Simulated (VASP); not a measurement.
The system is FeO.

```
CELL_PARAMETERS angstrom
-1.60210 1.60210 2.08339
1.60210 -1.60210 2.08339
1.60210 1.60210 -2.08339
ATOMIC_POSITIONS crystal
Fe 0.00000 0.00000 0.00000
O 0.50000 0.50000 0.00000
```

Base run:

* Program: VASP 6.6.1
* Functional: PBEsol
* Potentials or basis: VASP PAW PBE potentials, release 64 (Fe_sv, O)
* Cutoff: 700 eV
* k mesh: 10 × 10 × 10
* Occupations: fermi-dirac, width 0.05 eV
* Spin: collinear spin, zero start
* Starting moments: [0.0, 0.0] μB
* Fixed moment: 0 μB

Its results: pressure -37.9 GPa.

Q: The run is repeated on the same cell with these changes: functional from PBEsol to PBE. What comes out?

A: Pressure -30.7 GPa.

PBE binds less tightly than PBEsol, so the same cell stands under more pressure.

Caveats: the cell stands under tension; the total moment is fixed, so each spin has its own Fermi level; the PAW data sets were made with another functional, which shifts forces and pressure a little (at least some runs).
